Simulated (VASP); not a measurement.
# HC18S in VASP: single point with PBEsol

Aim: the single point of HC18S with PBEsol.

Everything below comes from runs of VASP 6.6.1. Logs are shortened: lines on timing, memory, paths and dates and some standing lists are left out, and cuts for length are marked.

## 1. The cell of the first run

The cell holds a slab with vacuum, 20 atoms: a = 7.398 Å, b = 7.398 Å, c = 13.000 Å, α = 90.00°, β = 90.00°, γ = 120.00°.

## 2. Single point, PBEsol, collinear spin

Input file INCAR:

```
PREC = Accurate
ENCUT = 520
EDIFF = 1E-6
ISMEAR = 0
SIGMA = 0.02
LREAL = Auto
LASPH = T
NELM = 150
ALGO = Normal
ISIF = 2
LWAVE = F
LCHARG = F
ISPIN = 2
MAGMOM = 0 0 0 0 0 0 0 0 0 0 0 0 0 0 0 0 0 0 0.08 0
LORBIT = 11
GGA = PS
NBANDS = 60
```

Input file KPOINTS:

```
regular mesh
0
Gamma
  2 2 1
```

Input file POSCAR:

```
HC18S
1.0
    7.3980000000      0.0000000000      0.0000000000
   -3.6990000000      6.4068560000      0.0000000000
    0.0000000000      0.0000000000     13.0000000000
C S H
18 1 1
Direct
   -0.0054407436     -0.0003816224      0.0923873077
    0.2181810868      0.1171821249      0.0757702308
   -0.0041752683      0.3387224561      0.0677945385
    0.2139322967      0.4449608357      0.0619817692
   -0.0059498986      0.6678598676      0.0657543846
    0.2136312681      0.7743276890      0.0709113846
    0.3282357879      0.0011428382      0.0979175385
    0.5535648299      0.1131099247      0.0727553077
    0.3254911017      0.3313860964      0.0651070000
    0.5503640379      0.4442798465      0.0661030769
    0.3249485694      0.6671785662      0.0646794615
    0.5485102617      0.7783700773      0.0696251538
    0.6562275527     -0.0003048297      0.0730322308
    0.8809629965      0.1155629220      0.0899652308
    0.6615003186      0.3346443248      0.0679475385
    0.8836646064      0.4459488398      0.0635926923
    0.6605439020      0.6669823701      0.0682540000
    0.8801897730      0.7746128522      0.0727630000
    0.9358314536      0.0602225179      0.2277343077
    1.3279341644     -0.0017334555      0.1851546154
```

Potentials or basis: VASP PAW PBE potentials, release 64 (C, S, H).

Command:

```sh
cat potpaw_PBE.64/C/POTCAR potpaw_PBE.64/S/POTCAR potpaw_PBE.64/H/POTCAR > POTCAR
mpirun -np 1 vasp_std > vasp.out
```

OUTCAR:

```text
PREC = Accurate
   ENCUT = 520
   EDIFF = 1E-6
   ISMEAR = 0
   LREAL = Auto
   LASPH = T
   NELM = 150
   ISIF = 2
   ISPIN = 2
   LORBIT = 11
   GGA = PS

 ion  position               nearest neighbor table
   1  0.995  1.000  0.092-   2 1.45  18 1.46  14 1.47  19 1.92
   2  0.218  0.117  0.076-   9 1.38   1 1.45   7 1.48
   3  0.996  0.339  0.068-   4 1.40  16 1.41  14 1.46
   4  0.214  0.445  0.062-   3 1.40  11 1.42   9 1.44
   5  0.994  0.668  0.066-   6 1.41  18 1.42  16 1.42
   6  0.214  0.774  0.071-  11 1.40   5 1.41   7 1.50
   7  0.328  0.001  0.098-  20 1.13   2 1.48   8 1.48   6 1.50
   8  0.554  0.113  0.073-  13 1.38  15 1.42   7 1.48
   9  0.325  0.331  0.065-   2 1.38  10 1.44   4 1.44
  10  0.550  0.444  0.066-  15 1.41  17 1.43   9 1.44
  11  0.325  0.667  0.065-   6 1.40   4 1.42  12 1.43
  12  0.549  0.778  0.070-  13 1.42  17 1.43  11 1.43
  13  0.656  1.000  0.073-   8 1.38  12 1.42  14 1.46
  14  0.881  0.116  0.090-  13 1.46   3 1.46   1 1.47  19 1.93
  15  0.662  0.335  0.068-  10 1.41   8 1.42  16 1.42
  16  0.884  0.446  0.064-   3 1.41   5 1.42  15 1.42
  17  0.661  0.667  0.068-  18 1.41  10 1.43  12 1.43
  18  0.880  0.775  0.073-  17 1.41   5 1.42   1 1.46
  19  0.936  0.060  0.228-   1 1.92  14 1.93
  20  0.328  0.998  0.185-   7 1.13

  LATTYP: Found a hexagonal cell.
 ALAT       =     7.3980000000
 C/A-ratio  =     1.7572316842

  Lattice vectors:

 A1 = (   7.3980000000,   0.0000000000,   0.0000000000)
 A2 = (  -3.6990000000,   6.4068560000,   0.0000000000)
 A3 = (   0.0000000000,   0.0000000000,  13.0000000000)

Analysis of symmetry for initial positions (statically):
=====================================================================
 Subroutine PRICEL returns:
 Original cell was already a primitive cell.

 Routine SETGRP: Setting up the symmetry group for a
 hexagonal supercell.

 Subroutine GETGRP returns: Found  1 space group operations
 (whereof  1 operations were pure point group operations)
 out of a pool of 24 trial point group operations.

The static configuration has the point symmetry C_1 .

Analysis of symmetry for dynamics (positions and initial velocities):
=====================================================================
 Subroutine PRICEL returns:
 Original cell was already a primitive cell.

 Routine SETGRP: Setting up the symmetry group for a
 hexagonal supercell.

 Subroutine GETGRP returns: Found  1 space group operations
 (whereof  1 operations were pure point group operations)
 out of a pool of 24 trial point group operations.

The dynamic configuration has the point symmetry C_1 .

Analysis of structural, dynamic, and magnetic symmetry:
=====================================================================
 Subroutine PRICEL returns:
 Original cell was already a primitive cell.

 Routine SETGRP: Setting up the symmetry group for a
 hexagonal supercell.

 Subroutine GETGRP returns: Found  1 space group operations
 (whereof  1 operations were pure point group operations)
 out of a pool of 24 trial point group operations.

The overall configuration has the point symmetry C_1 .

 Subroutine INISYM returns: Found  1 space group operations
 (whereof  1 operations are pure point group operations),
 and found     1 'primitive' translations

----------------------------------------------------------------------------------------

                                     Primitive cell

  volume of cell :     616.1730

  direct lattice vectors                    reciprocal lattice vectors
     7.398000000  0.000000000  0.000000000     0.135171668  0.078041398  0.000000000
    -3.699000000  6.406856000  0.000000000     0.000000000  0.156082796  0.000000000
     0.000000000  0.000000000 13.000000000     0.000000000  0.000000000  0.076923077

  length of vectors
     7.398000000  7.398000054 13.000000000     0.156082797  0.156082796  0.076923077

  position of ions in fractional coordinates (direct lattice)
[... 75 lines left out ...]
  0.500000  0.500000  0.000000      1.000000
   k-points           NKPTS =      4   k-points in BZ     NKDIM =      4   number of bands    NBANDS=     60
   number of dos      NEDOS =    301   number of ions     NIONS =     20
   total plane-waves  NPLWV = 307328
   dimension x,y,z NGX =    56 NGY =   56 NGZ =   98
   dimension x,y,z NGXF=   112 NGYF=  112 NGZF=  196
   ions per type =              18   1   1
   NGX,Y,Z   is equivalent  to a cutoff of  12.58, 12.58, 12.53 a.u.
   NGXF,Y,Z  is equivalent  to a cutoff of  25.17, 25.17, 25.06 a.u.
 SYSTEM =  unknown system
   PREC   = accura    normal or accurate (medium, high low for compatibility)
   ISTART =      0    job   : 0-new  1-cont  2-samecut
   ICHARG =      2    charge: 1-file 2-atom 10-const
   ISPIN  =      2    spin polarized calculation?
   LNONCOLLINEAR =      F non collinear calculations
   LSORBIT =      F    spin-orbit coupling
   LASPH  =      T    aspherical Exc in radial PAW
   ENCUT  =  520.0 eV  38.22 Ry    6.18 a.u.  13.76 13.76 24.17*2*pi/ulx,y,z
   NELM   =    150;   NELMIN=  2; NELMDL= -5     # of ELM steps
   EDIFF  = 0.1E-05   stopping-criterion for ELM
   LREAL  =      T    real-space projection
   EDIFFG = 0.1E-04   stopping-criterion for IOM
   NSW    =      0    number of steps for IOM
   IBRION =     -1    ionic relax: 0-MD 1-quasi-New 2-CG
   NFREE  =      0    steps in history (QN), initial steepest desc. (CG)
   ISIF   =      2    stress and relaxation
   ISYM   =      2    0-nonsym 1-usesym 2-fastsym
   POTIM  = 0.5000    time-step for ionic-motion
   TEBEG  =    0.0;   TEEND  =   0.0 temperature during run
   PSTRESS=    0.0 pullay stress
   NELECT =      79.0000    total number of electrons
   NUPDOWN=      -1.0000    fix difference up-down
   EMIN   =  10.00;   EMAX   =-10.00  energy-range for DOS
   EFERMI =   0.00;   METHOD = LEGACY
   ISMEAR =     0;   SIGMA  =   0.02  broadening in eV -4-tet -1-fermi 0-gaus
   EFERMI_NEDOS =   21; number of points for ismear=-14 and -15
   IALGO  =     38    algorithm
   IMIX   =      4    mixing-type and parameters
     AMIX     =   0.40;   BMIX     =  1.00
     AMIX_MAG =   1.60;   BMIX_MAG =  1.00
  volume/ion in A,a.u.               =      30.81       207.91
  Fermi-wavevector in a.u.,A,eV,Ry     =   0.825499  1.559966  9.271661  0.681448
  Thomas-Fermi vector in A             =   1.937368
   LORBIT       =     11    0 simple, 1 ext, 2 COOP (PROOUT), +10 PAW based schemes
   GGA     = PS    functional components
   LHFCALC =     F    Hartree Fock is set to
   AEXX    =    0.0000 exact exchange contribution
   IVDW    =     0    specifies the selected vdW correction
   LEPSILON=     F    determine dielectric tensor
   LRPA    =     F    only Hartree local field effects (RPA)
 spin polarized calculation
 Gauss-broadening in eV      SIGMA  =   0.02
  energy-cutoff  :      520.00
  volume of cell :      616.17
 maximum number of plane-waves:     16651
 NGX is ok and might be reduce to    56
   NGX = 27   NGY = 27   NGZ = 49

 number of electron      79.0000000 magnetization       0.9986203

 Free energy of the ion-electron system (eV)
  ---------------------------------------------------
  ext. energy  EPLUGINS =         0.00000000
  ---------------------------------------------------
  free energy    TOTEN  =      -177.48848191 eV

  energy without entropy =     -177.48848191  energy(sigma->0) =     -177.48848191

 E-fermi :  -1.6774     XC(G=0):  -3.7886

 val. band max:       -1.7867444703   @ k =   0.0000   0.5000   0.0000
 cond. band min:      -1.5797073505   @ k =   0.0000   0.0000   0.0000
 fundamental gap:      0.2070371198
 Fermi energy:        -1.6773611334

 spin component 1

 k-point     1 :       0.0000    0.0000    0.0000
  band No.  band energies     occupation
      1     -21.6135      1.00000
      2     -19.7146      1.00000
      3     -18.9171      1.00000
      4     -18.8599      1.00000
      5     -18.8043      1.00000
      6     -18.7333      1.00000
[... 205 lines left out ...]
     50       3.6581      0.00000
     51       3.9577      0.00000
 Fermi energy:        -1.6773611334

 spin component 2

 k-point     1 :       0.0000    0.0000    0.0000
  band No.  band energies     occupation
      1     -21.5563      1.00000
      2     -19.6782      1.00000
      3     -18.8443      1.00000
      4     -18.7838      1.00000
      5     -18.7371      1.00000
      6     -18.6675      1.00000
[... 205 lines left out ...]
     50       3.7064      0.00000
     51       4.0628      0.00000
 [bands above 51 left out]

------------------------ aborting loop because EDIFF is reached ----------------------------------------

  FORCE on cell =-STRESS in cart. coord.  units (eV):
  Direction    XX          YY          ZZ          XY          YZ          ZX
  --------------------------------------------------------------------------------------
  -------------------------------------------------------------------------------------
  Total        3.0260978      1.9652509     -0.1781443      1.1997746     -0.0027605     -0.0118147
  in kB        7.8684811      5.1100592     -0.4632120      3.1196624     -0.0071780     -0.0307206
  external PRESSURE =       4.1717761 kB  Pullay stress =       0.0000000 kB

 VOLUME and BASIS-vectors are now :
 -----------------------------------------------------------------------------
  energy-cutoff  :      520.00
  volume of cell :      616.17
      direct lattice vectors                 reciprocal lattice vectors
     7.398000000  0.000000000  0.000000000     0.135171668  0.078041398  0.000000000
    -3.699000000  6.406856000  0.000000000     0.000000000  0.156082796  0.000000000
     0.000000000  0.000000000 13.000000000     0.000000000  0.000000000  0.076923077

 POSITION                                       TOTAL-FORCE (eV/Angst)
 -----------------------------------------------------------------------------------
      3.66016      6.40441      1.20104        -0.003871     -0.004713      0.058001
      1.18065      0.75077      0.98501        -0.007800     -0.013131     -0.017321
      6.11418      2.17015      0.88133         0.005723      0.000979     -0.011390
     -0.06324      2.85080      0.80576         0.000762     -0.006270     -0.004135
      4.88357      4.27888      0.85481        -0.002514      0.013839      0.001937
     -1.28379      4.96101      0.92185         0.002560      0.005747     -0.010822
[... 12 lines left out ...]
      6.70052      0.38584      2.96055         0.001907     -0.002593     -0.066023
     -1.26653      6.39575      2.40701        -0.009129      0.001491      0.048196
 -----------------------------------------------------------------------------------
    total drift:                               -0.003083     -0.011635     -0.014572

  FREE ENERGIE OF THE ION-ELECTRON SYSTEM (eV)
  ---------------------------------------------------
  free  energy   TOTEN  =      -177.4884819111 eV

  energy  without entropy=     -177.4884819111  energy(sigma->0) =     -177.48848191

 total charge

# of ion       s       p       d       tot
------------------------------------------
    1        0.841   1.743   0.000   2.585
    2        0.860   1.769   0.000   2.629
    3        0.861   1.790   0.000   2.651
    4        0.858   1.785   0.000   2.643
    5        0.860   1.797   0.000   2.657
    6        0.858   1.769   0.000   2.626
[... 12 lines left out ...]
   19        1.366   2.281   0.000   3.647
   20        0.594   0.040   0.000   0.633
--------------------------------------------------
tot         17.353  34.363   0.000  51.717

 magnetization (x)

# of ion       s       p       d       tot
------------------------------------------
    1       -0.002  -0.010   0.000  -0.012
    2        0.006   0.106   0.000   0.112
    3       -0.002  -0.021   0.000  -0.023
    4        0.002   0.038   0.000   0.040
    5       -0.003  -0.021   0.000  -0.024
    6        0.005   0.078   0.000   0.083
[... 12 lines left out ...]
   19        0.001   0.019   0.000   0.019
   20        0.045  -0.000   0.000   0.045
--------------------------------------------------
tot          0.059   0.468   0.000   0.527
```

Wall time 16 min (1 thread of Intel Xeon Platinum 8259CL at 2.50GHz (Skylake/Cascade Lake), shared host); peak memory 0.96 GiB.

What came out:

```
Free energy                                           : -177.4885 eV
Largest force                                         : 0.066 eV/Å
Band gap on the k mesh                                : 0.21 eV (least direct gap 0.39 eV)
Net moment                                            : 1.00 μB per cell
Site moments                                          : C -0.01, +0.11, -0.02, +0.04, +0.08, +0.10, -0.03, +0.06, +0.01, +0.05 (each value once); S +0.02; H +0.04 μB
Valence electrons inside the program's atomic spheres : C 2.58, 2.63, 2.65, 2.64, 2.66 (each value once); S 3.65; H 0.63
```

Forces on the atoms (eV/Å):
```
C   -0.004 -0.005  0.058
C   -0.008 -0.013 -0.017
C    0.006  0.001 -0.011
C    0.001 -0.006 -0.004
C   -0.003  0.014  0.002
C    0.003  0.006 -0.011
C    0.014 -0.012 -0.018
C   -0.014 -0.003 -0.003
C   -0.011  0.011 -0.007
C    0.000  0.014  0.002
C    0.000  0.012 -0.008
C   -0.006  0.008 -0.003
C   -0.001 -0.006  0.000
C    0.010 -0.010  0.046
C    0.010 -0.005 -0.006
C    0.002 -0.013  0.007
C   -0.006 -0.004 -0.003
C    0.016  0.011 -0.005
S    0.002 -0.003 -0.066
H   -0.009  0.001  0.048
```

Levels at points of the mesh, in eV from the valence-band top:
Spin up:
```
           k point  band 36  band 37  band 38  band 39  band 40  band 41  band 42  band 43  band 44  band 45
(0.00, 0.00, 0.00)    -2.51    -1.66    -1.39    -1.16    -0.21     0.74     1.80     2.84     3.60     3.86
(0.50, 0.00, 0.00)    -2.74    -2.54    -1.56    -1.25    -0.06     1.15     1.98     2.41     2.49     3.27
(0.00, 0.50, 0.00)    -2.85    -2.60    -1.47    -1.22     0.00     1.05     2.02     2.33     2.48     3.81
(0.50, 0.50, 0.00)    -2.78    -2.59    -1.36    -0.82    -0.11     0.38     2.09     2.43     2.61     3.80
```
Spin down:
```csv
k point,band 37,band 38,band 39,band 40,band 41,band 42
"(0.00, 0.00, 0.00)",-1.52,-1.34,-1.02,0.21,0.84,1.95
"(0.50, 0.00, 0.00)",-2.46,-1.47,-1.15,0.38,1.30,2.06
"(0.00, 0.50, 0.00)",-2.48,-1.37,-1.12,0.39,1.19,2.09
"(0.50, 0.50, 0.00)",-2.50,-1.31,-0.71,0.33,0.53,2.19
```

Caveat: the k points lie up to 0.49 Å⁻¹ apart; there is no dipole correction, which matters where the two faces differ; semilocal functionals underestimate gaps, and a narrow one can read as zero; the PAW data sets were made with another functional, which shifts forces and pressure a little.
